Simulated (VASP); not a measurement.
# Nb (Fm-3m) in VASP: a series of runs

The runs below take Nb through single point, with LDA.

All numbers are computed with VASP 6.6.1; they aren't measurements. Logs are shortened: lines on timing, memory, paths and dates and some standing lists are left out, and cuts for length are marked.

### Step 1. The cell of the first run

Symmetry: Fm-3m, No. 225, cubic system. The conventional cell has a = 4.026 Å, b = 4.026 Å, c = 4.026 Å, α = 90.00°, β = 90.00°, γ = 90.00°. Nb (site symmetry m-3m) has 12 Nb at 2.85 Å within 3.8 Å.

### Step 2. Single point, LDA (volume scaled by 0.92)

File INCAR:

```
PREC = Accurate
ENCUT = 520
EDIFF = 1E-6
ISMEAR = -1
SIGMA = 0.05
LREAL = False
LASPH = True
NELM = 60
ALGO = Normal
ISIF = 2
LWAVE = False
LCHARG = True
GGA = CA
LELF = True
LVHAR = True
NBANDS = 12
```

File KPOINTS:

```
regular mesh
0
Gamma
  18 18 18
```

File POSCAR:

```
Nb
1.0
    0.0000000000      2.0130774157      2.0130774157
    2.0130774157      0.0000000000      2.0130774157
    2.0130774157      2.0130774157      0.0000000000
Nb
1
Direct
    0.0000000000      0.0000000000      0.0000000000
```

Potentials or basis: VASP PAW LDA potentials, release 64 (Nb_sv).

Launch:

```console
$ cat potpaw_LDA.64/Nb_sv/POTCAR > POTCAR
$ mpirun -np 1 vasp_std > vasp.out
```

OUTCAR:

```text
PREC = Accurate
   ENCUT = 520
   EDIFF = 1E-6
   ISMEAR = -1
   LREAL = False
   LASPH = True
   NELM = 60
   ISIF = 2
   GGA = CA

 ion  position               nearest neighbor table
   1  0.000  0.000  0.000-

  LATTYP: Found a face centered cubic cell.
 ALAT       =     4.0261548314

  Lattice vectors:

 A1 = (   0.0000000000,   2.0130774157,   2.0130774157)
 A2 = (   2.0130774157,   0.0000000000,   2.0130774157)
 A3 = (   2.0130774157,   2.0130774157,   0.0000000000)

Analysis of symmetry for initial positions (statically):
=====================================================================
 Subroutine PRICEL returns:
 Original cell was already a primitive cell.

 Routine SETGRP: Setting up the symmetry group for a
 face centered cubic supercell.

 Subroutine GETGRP returns: Found 48 space group operations
[... 9 lines left out ...]

 Routine SETGRP: Setting up the symmetry group for a
 face centered cubic supercell.

 Subroutine GETGRP returns: Found 48 space group operations
[... 11 lines left out ...]
                                     Primitive cell

  volume of cell :      16.3159

  direct lattice vectors                    reciprocal lattice vectors
     0.000000000  2.013077416  2.013077416    -0.248375942  0.248375942  0.248375942
     2.013077416  0.000000000  2.013077416     0.248375942 -0.248375942  0.248375942
     2.013077416  2.013077416  0.000000000     0.248375942  0.248375942 -0.248375942

  length of vectors
     2.846921383  2.846921383  2.846921383     0.430199751  0.430199751  0.430199751

  position of ions in fractional coordinates (direct lattice)
     0.000000000  0.000000000  0.000000000

  ion indices of the primitive-cell ions
   primitive index   ion index
                 1           1

----------------------------------------------------------------------------------------

 KPOINTS: regular mesh

Automatic generation of k-mesh.
 Grid dimensions read from file:
 generate k-points for:   18   18   18

 Generating k-lattice:

  Cartesian coordinates                     Fractional coordinates (reciprocal lattice)
    -0.013798663  0.013798663  0.013798663     0.055555556  0.000000000  0.000000000
     0.013798663 -0.013798663  0.013798663     0.000000000  0.055555556  0.000000000
     0.013798663  0.013798663 -0.013798663     0.000000000  0.000000000  0.055555556

[... 48 lines left out ...]
   ISTART =      0    job   : 0-new  1-cont  2-samecut
   ICHARG =      2    charge: 1-file 2-atom 10-const
   ISPIN  =      1    spin polarized calculation?
   LNONCOLLINEAR =      F non collinear calculations
   LSORBIT =      F    spin-orbit coupling
   LASPH  =      T    aspherical Exc in radial PAW
   ENCUT  =  520.0 eV  38.22 Ry    6.18 a.u.   5.29  5.29  5.29*2*pi/ulx,y,z
   NELM   =     60;   NELMIN=  2; NELMDL= -5     # of ELM steps
   EDIFF  = 0.1E-05   stopping-criterion for ELM
   LREAL  =      F    real-space projection
   EDIFFG = 0.1E-04   stopping-criterion for IOM
   NSW    =      0    number of steps for IOM
   IBRION =     -1    ionic relax: 0-MD 1-quasi-New 2-CG
   NFREE  =      0    steps in history (QN), initial steepest desc. (CG)
   ISIF   =      2    stress and relaxation
   ISYM   =      2    0-nonsym 1-usesym 2-fastsym
   POTIM  = 0.5000    time-step for ionic-motion
   TEBEG  =    0.0;   TEEND  =   0.0 temperature during run
   PSTRESS=    0.0 pullay stress
   NELECT =      13.0000    total number of electrons
   NUPDOWN=      -1.0000    fix difference up-down
   EMIN   =  10.00;   EMAX   =-10.00  energy-range for DOS
[... 5 lines left out ...]
     AMIX     =   0.40;   BMIX     =  1.00
     AMIX_MAG =   1.60;   BMIX_MAG =  1.00
  volume/ion in A,a.u.               =      16.32       110.11
  Fermi-wavevector in a.u.,A,eV,Ry     =   1.517698  2.868034 31.339774  2.303408
  Thomas-Fermi vector in A             =   2.626919
   LORBIT       =      0    0 simple, 1 ext, 2 COOP (PROOUT), +10 PAW based schemes
   GGA     = CA    functional components
   LHFCALC =     F    Hartree Fock is set to
   AEXX    =    0.0000 exact exchange contribution
   IVDW    =     0    specifies the selected vdW correction
   LEPSILON=     F    determine dielectric tensor
   LRPA    =     F    only Hartree local field effects (RPA)
 non-spin polarized calculation
  energy-cutoff  :      520.00
  volume of cell :       16.32
 maximum number of plane-waves:       459
 NGX is ok and might be reduce to    24
   NGX = 11   NGY = 11   NGZ = 11

 number of electron      13.0000001 magnetization

 Free energy of the ion-electron system (eV)
  ---------------------------------------------------
  ext. energy  EPLUGINS =         0.00000000
  ---------------------------------------------------
  free energy    TOTEN  =       -10.82394511 eV

  energy without entropy =      -10.81237786  energy(sigma->0) =      -10.81816148

 E-fermi :  12.8486     XC(G=0): -13.2321

 val. band max:       12.8457830766   @ k =   0.3333   0.2222   0.0556
 cond. band min:      12.8634740104   @ k =  -0.1667   0.1667   0.0556
 fundamental gap:      0.0176909339
 Fermi energy:        12.8486393627

 k-point     1 :       0.0000    0.0000    0.0000
  band No.  band energies     occupation
      1     -41.5397      2.00000
      2     -16.7462      2.00000
      3     -16.7462      2.00000
      4     -16.7462      2.00000
      5       6.3595      2.00000
      6      12.8058      1.40393
      7      12.8058      1.40393
      8      12.8058      1.40393
      9      15.9362      0.00000
     10      15.9362      0.00000
     11      24.8252      0.00000
     12      30.1765      0.00000
[... 331 lines left out ...]
 k-point    24 :      -0.2222    0.0556    0.0000
  band No.  band energies     occupation
      1     -41.3719      2.00000
      2     -17.6711      2.00000
      3     -16.9228      2.00000
      4     -16.8381      2.00000
      5       8.3303      2.00000
      6      11.8914      2.00000
      7      13.2166      0.00127
      8      13.3443      0.00010
      9      15.4092      0.00000
     10      16.4701      0.00000
     11      25.9472      0.00000
     12      29.2967      0.00000

 [... further k-points ...]
[... 5 lines left out ...]
  --------------------------------------------------------------------------------------
  -------------------------------------------------------------------------------------
  Total        1.7775724      1.7775724      1.7775724      0.0000000      0.0000000      0.0000000
  in kB      174.5526557    174.5526557    174.5526557      0.0000000      0.0000000      0.0000000
  external PRESSURE =     174.5526557 kB  Pullay stress =       0.0000000 kB

 VOLUME and BASIS-vectors are now :
 -----------------------------------------------------------------------------
  energy-cutoff  :      520.00
  volume of cell :       16.32
      direct lattice vectors                 reciprocal lattice vectors
     0.000000000  2.013077416  2.013077416    -0.248375942  0.248375942  0.248375942
     2.013077416  0.000000000  2.013077416     0.248375942 -0.248375942  0.248375942
     2.013077416  2.013077416  0.000000000     0.248375942  0.248375942 -0.248375942

 POSITION                                       TOTAL-FORCE (eV/Angst)
 -----------------------------------------------------------------------------------
      0.00000      0.00000      0.00000         0.000000      0.000000      0.000000
 -----------------------------------------------------------------------------------
    total drift:                               -0.000000      0.000000      0.000000

  FREE ENERGIE OF THE ION-ELECTRON SYSTEM (eV)
  ---------------------------------------------------
  free  energy   TOTEN  =       -10.8239451059 eV

  energy  without entropy=      -10.8123778596  energy(sigma->0) =      -10.81816148
```

stdout:

```text
POSCAR found type information on POSCAR Nb
 POSCAR found :  1 types and       1 ions
 scaLAPACK will be used
 LDA part: xc-table for (Slater(with rela. corr.)+CA(PZ))
 , standard interpolation
 POSCAR, INCAR and KPOINTS ok, starting setup
 FFT: planning ... GRIDC
 FFT: planning ... GRID_SOFT
 FFT: planning ... GRID
 WAVECAR not read
 entering main loop
```

Wall time 68 s (1 thread of AMD EPYC 7R13, shared host); peak memory 0.13 GiB.

What came out:

* Free energy: -10.8239 eV
* Pressure: 17.5 GPa

Levels at points of the mesh, in eV from the Fermi level:
```
           k point  band 2  band 3  band 4  band 5  band 6  band 7  band 8  band 9  band 10  band 11
(0.00, 0.00, 0.00)  -29.59  -29.59  -29.59   -6.49   -0.04   -0.04   -0.04    3.09     3.09    11.98
(0.50, 0.00, 0.00)  -31.46  -29.83  -29.83   -4.41   -0.30   -0.30    2.05    5.52     5.52    11.79
(0.50, 0.50, 0.00)  -31.33  -30.25  -30.25   -4.90   -4.09    4.59    5.49    6.24     6.24    12.42
```

Caveat: the cell differs from its parent crystal (volume scaled by 0.92).

### Step 3. Single point, LDA (volume scaled by 0.92)

File INCAR:

```
SYSTEM = Nb
ALGO = Normal ; EDIFF = 1E-7
ENCUT = 520 ; ISIF = 2
ISMEAR = -1 ; LASPH = .True.
LCHARG = .False. ; LREAL = .False.
LWAVE = .False. ; NBANDS = 12
NELM = 100 ; PREC = Accurate
SIGMA = 0.05
```

File KPOINTS:

```
k-points
0
Gamma
  18 18 18
  0 0 0
```

POSCAR is that of step 2.

Potentials or basis: VASP PAW LDA potentials, release 64 (Nb_sv).

Launch:

```console
$ cat potpaw_LDA.64/Nb_sv/POTCAR > POTCAR
$ mpirun -np 1 vasp_std > vasp.out
```

Wall time 65 s (1 thread of AMD EPYC 7R13, shared host); peak memory 0.12 GiB.

It converged, with:

| Property | Result |
| --- | --- |
| Free energy | -10.8239 eV |
| Pressure | 17.5 GPa |

Levels at points of the mesh, in eV from the Fermi level:
```tsv
k point	band 3	band 4	band 5	band 6	band 7	band 8	band 9	band 10
(0.00, 0.00, 0.00)	-29.59	-29.59	-6.49	-0.04	-0.04	-0.04	3.09	3.09
(0.50, 0.00, 0.00)	-29.83	-29.83	-4.41	-0.30	-0.30	2.05	5.52	5.52
(0.50, 0.50, 0.00)	-30.25	-30.25	-4.90	-4.09	4.59	5.49	6.24	6.24
```

Caveat: the cell differs from its parent crystal (volume scaled by 0.92).

### Step 4. Single point, LDA

This run uses another cell than the first one, of 17.73 Å³/atom, 1.087 times its volume.

File INCAR:

```
SYSTEM = Nb
ALGO     = Normal         ! electronic algorithm
EDIFF    = 1E-6           ! SCF threshold, eV
ENCUT    = 520            ! plane-wave cutoff, eV
GGA      = CA             ! functional
ISIF     = 2              ! what is computed and relaxed
ISMEAR   = -1             ! smearing method
LASPH    = .True.         ! aspherical terms in the spheres
LCHARG   = .False.        ! write CHGCAR
LREAL    = .False.        ! projectors in reciprocal space
LWAVE    = .False.        ! write WAVECAR
NBANDS   = 12             ! bands
NELM     = 60             ! most SCF steps
PREC     = Accurate       ! precision mode
SIGMA    = 0.05           ! smearing width, eV
```

KPOINTS is that of step 3.

File POSCAR:

```
Nb
1.0
    0.0000000000      2.0698134313      2.0698134313
    2.0698134313      0.0000000000      2.0698134313
    2.0698134313      2.0698134313      0.0000000000
Nb
1
Direct
    0.0000000000      0.0000000000      0.0000000000
```

Launch:

```console
$ cat potpaw_LDA.64/Nb_sv/POTCAR > POTCAR
$ mpirun -np 1 vasp_std > vasp.out
```

Run time: 66 s. Hardware: 1 thread of AMD EPYC 7R13, shared host; peak memory 0.13 GiB.

Results (log left out):

- Free energy: -10.8970 eV
- Pressure: -0.2 GPa

Levels at points of the mesh, in eV from the Fermi level:
```csv
k point,band 4,band 5,band 6,band 7,band 8,band 9
"(0.00, 0.00, 0.00)",-29.85,-6.33,0.04,0.04,0.04,2.83
"(0.50, 0.00, 0.00)",-30.04,-4.06,-0.18,-0.18,1.66,4.99
"(0.50, 0.50, 0.00)",-30.37,-4.38,-3.62,3.98,4.96,5.62
```
